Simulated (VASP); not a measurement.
Write the native input for VASP 6.6.1 that does the following.

- Task: single point
- Functional: PBE
- Potentials or basis: VASP PAW PBE potentials, release 64 (Pt)
- Cutoff: 520 eV
- k mesh: 20 × 20 × 20
- Occupations: gaussian, width 0.15 eV
- Spin: no spin polarisation
- Dipole correction: no
- Further INCAR settings: ALGO = Fast; EDIFF = 1e-07; NBANDS = 11

The structure of Pt lies in POSCAR:

```
Pt
1.0
    0.0048947500      1.9579000000      1.9579000000
    1.9579000000      0.0048947500      1.9579000000
    1.9627947500      1.9627947500      0.0000000000
Pt
1
Direct
    0.0000000000      0.0000000000      0.0000000000
```

This cell differs from its parent crystal: strain +0.0050 x Voigt [0, 0, 0, 0, 0, 1].

One way to write it, as run:

INCAR

```
PREC = Accurate
ENCUT = 520
EDIFF = 1E-7
ISMEAR = 0
SIGMA = 0.15
LREAL = False
LASPH = True
NELM = 60
ALGO = Fast
ISIF = 2
LWAVE = False
LCHARG = True
GGA = PE
LELF = True
LVHAR = True
NBANDS = 11
```

KPOINTS

```
Automatic mesh
0
Gamma
  20 20 20
```

Potentials or basis: VASP PAW PBE potentials, release 64 (Pt).

The run is started by

```bash
$ cat potpaw_PBE.64/Pt/POTCAR > POTCAR
$ mpirun -np 1 vasp_std > vasp.out
```

Results of the run:

```json
{
  "Pressure": "11.0 GPa",
  "Band gap on the k mesh": "zero (bands 5 and 6 overlap by 2.27 eV)"
}
```

Caveat: the cell differs from its parent crystal (strain +0.0050 x Voigt [0, 0, 0, 0, 0, 1]); the cell stands under pressure; spin-orbit coupling is left out, which moves the levels of the heavy elements.

Wall time 2.5 min on 1 thread of AMD EPYC 9R45 96-Core Processor (Zen 5), on a shared host, peak memory 0.28 GiB.
